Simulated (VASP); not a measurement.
CdTe:

```
CELL_PARAMETERS angstrom
0.00000 3.20500 3.20500
3.20500 0.00000 3.20500
3.20500 3.20500 0.00000
ATOMIC_POSITIONS crystal
Cd 0.00000 0.00000 0.00000
Te 0.25000 0.25000 0.25000
```

```yaml
Program: VASP 6.6.1
Task: relaxation of cell and atoms
Functional: HSE06
Potentials_or_basis: VASP PAW PBE potentials, release 64 (Cd, Te)
Cutoff: 600 eV
k_mesh: 4 × 4 × 4
Occupations: gaussian, width 0.02 eV
Spin: no spin polarisation
```

At the start: pressure 3.5 GPa; volume 32.92 Å³/atom.

**Question.** Where does the relaxation end?

**Answer.** Over 3 steps the energy falls by 26.1 meV/atom and the volume is 35.48 Å³/atom (+7.8 %); space group F-43m (No. 216, to 0.05 Å).

Step by step:
```csv
step,energy change (eV),largest force (eV/Å),pressure (GPa),volume (Å³)
1,0.0000,0.0000,3.48,65.84
2,-0.0459,0.0000,-0.98,72.89
3,-0.0521,0.0000,-0.01,70.96
```

Final structure:
```xyz
2
Lattice="0.0000 3.2859 3.2859 3.2859 0.0000 3.2859 3.2859 3.2859 0.0000" Properties=species:S:1:pos:R:3 pbc="T T T"
Cd    0.0000    0.0000    0.0000
Te    1.6430    1.6430    1.6430
```

Caveat: the k points lie up to 0.41 Å⁻¹ apart in the final cell; the PAW data sets were made with another functional, which shifts forces and pressure a little.
